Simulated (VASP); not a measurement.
Input of a VASP 6.6.1 run:

INCAR

```
PREC = Accurate
ENCUT = 520
EDIFF = 1E-6
ISMEAR = 0
SIGMA = 0.15
LREAL = False
LASPH = True
NELM = 60
ALGO = Normal
ISIF = 2
LWAVE = False
LCHARG = False
GGA = PE
NBANDS = 15
```

Contents of KPOINTS:

```
regular mesh
0
Gamma
  20 20 20
```

File POSCAR:

```
TiC
1.0
    0.0000000000      2.0963302185      2.3059632404
    2.0963302185      0.0000000000      2.3059632404
    2.0963302185      2.0963302185      0.0000000000
Ti C
1 1
Direct
    0.0000000000      0.0000000000      0.0000000000
    0.5000000000      0.5000000000      0.5000000000
```

Potentials or basis: VASP PAW PBE potentials, release 64 (Ti_sv, C).

Launch:

```console
$ cat potpaw_PBE.64/Ti_sv/POTCAR potpaw_PBE.64/C/POTCAR > POTCAR
$ mpirun -np 1 vasp_std > vasp.out
```

(1) Predict the pressure.

(2) Predict the band gap on the k mesh.

## Answers

(1) 5.3 GPa.

(2) zero (band 8 reaches 10.42 eV, above the bottom of band 9 at 8.79 eV).
